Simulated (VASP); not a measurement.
Crystal: HPbNO4.

```
H Pb N O
1.0
     4.20407    0.00000    0.00000
     2.02172    3.83952    0.00000
     2.04686    1.27900    6.28132
H Pb N O
1 1 1 4
Cartesian
  6.4119 3.4218 3.9444
  4.2925 4.6959 5.5497
  2.2802 1.4940 1.8951
  6.4140 3.5006 4.9249
  2.3104 1.0037 0.7095
  2.3185 0.7238 2.8804
  2.2113 2.7408 2.0273
```

Base run:

* Program: VASP 6.6.1
* Functional: PBEsol
* Potentials or basis: VASP PAW PBE potentials, release 64 (H, Pb_d, N, O)
* Cutoff: 520 eV
* k mesh: 7 × 7 × 5
* Occupations: fermi-dirac, width 0.05 eV
* Spin: no spin polarisation

Its results: band gap on the k mesh 2.78 eV (least direct gap 2.81 eV); pressure -2.2 GPa; largest force 0.382 eV/Å.

The run is repeated on the same cell with these changes: functional from PBEsol to PBE; k mesh from 7 × 7 × 5 to 5 × 5 × 3. What comes out?

Band gap on the k mesh 2.85 eV; pressure 0.6 GPa; largest force 0.424 eV/Å.

Several settings changed at once.

Caveats: the standard files for N, O and F lose accuracy on very short bonds; spin-orbit coupling is left out, which moves the levels of the heavy elements; an odd mesh through Γ misses points on the zone boundary, where band edges can lie; the PAW data sets were made with another functional, which shifts forces and pressure a little (at least some runs).
